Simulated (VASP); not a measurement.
Wanted: the native input for a VASP 6.6.1 run.

- Task: single point
- Functional: PBE
- Dispersion: D3(BJ)
- Potentials or basis: VASP PAW PBE potentials, release 64 (F)
- Cutoff: 520 eV
- k mesh: 8 × 8 × 4
- Occupations: gaussian, width 0.02 eV
- Spin: no spin polarisation
- Dipole correction: no
- Further INCAR settings: ALGO = Normal; EDIFF = 1e-06; NBANDS = 22

The structure of F lies in POSCAR:

```
F
1.0
    2.8350270672     -1.6063231427     -0.1355649757
    2.8350270672      1.6063231427     -0.1355649757
   -1.9322046098      0.0000000000      7.0757628313
F
4
Direct
    0.0787944681      0.0787944681      0.0961182367
    0.9212055319      0.9212055319      0.9038817633
    0.4995845753      0.4995845753      0.5964257768
    0.5004154247      0.5004154247      0.4035742232
```

This cell differs from its parent crystal: volume scaled by 0.91, then relaxed in part.

These files were run (other wordings do the same):

INCAR

```
PREC = Accurate
ENCUT = 520
EDIFF = 1E-6
ISMEAR = 0
SIGMA = 0.02
LREAL = False
LASPH = True
NELM = 100
ALGO = Normal
ISIF = 2
LWAVE = False
LCHARG = True
GGA = PE
IVDW = 12
LELF = True
LVHAR = True
NBANDS = 22
```

KPOINTS

```
regular mesh
0
Gamma
  8 8 4
```

Potentials or basis: VASP PAW PBE potentials, release 64 (F).

Command:

```sh
$ cat potpaw_PBE.64/F/POTCAR > POTCAR
$ mpirun -np 1 vasp_std > vasp.out
```

Results of the run:

```yaml
Pressure: 0.8 GPa
Largest_force: 0.377 eV/Å
Band_gap_on_the_k_mesh: 2.66 eV, indirect (least direct gap 2.72 eV)
Dispersion_energy_per_atom: -0.030 eV
```

Wall time 42 s on 1 thread of Intel(R) Xeon(R) Platinum 8488C (Sapphire Rapids), on a shared host, peak memory 0.21 GiB.
